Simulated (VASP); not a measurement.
Runs of VASP 6.6.1 on AlN. The structure is that of space group Imm2 (No. 44), or close to it. The cells are those of the table. 

```tsv
cell	gap on the mesh (eV)	pressure (GPa)	largest force (eV/Å)
a = 3.061 Å, angles 60.0°, 2 atoms	2.96	13.4	(d)
a = 3.035 Å, angles 60.0°, 2 atoms	2.97	(b)	2.40
a = 3.087 Å, angles 60.0°, 2 atoms	2.94	7.5	2.11
a = 3.191 Å, angles 60.0°, 2 atoms	2.89	-10.5	1.62
a = 3.139 Å, angles 60.0°, 2 atoms	2.92	(a)	1.85
a = 3.113 Å, angles 60.0°, 2 atoms	2.93	(c)	1.98
a = 3.165 Å, angles 60.0°, 2 atoms	2.90	-6.7	1.74
```

Alike in all rows: task single point; level PBE; potentials or basis VASP PAW PBE potentials, release 64 (Al, N); no spin polarisation; k mesh 10 × 10 × 10; cutoff (eV) 520; smearing gaussian 0.05 eV.

Problem. Estimate the missing entries.

Solution. (a) -2.4; (b) 19.9; (c) 2.3; (d) 2.25.

Caveats: forces of over 1 eV/Å act on the atoms, so gaps and moduli don't describe the material at rest.

A k mesh can miss the band edges.
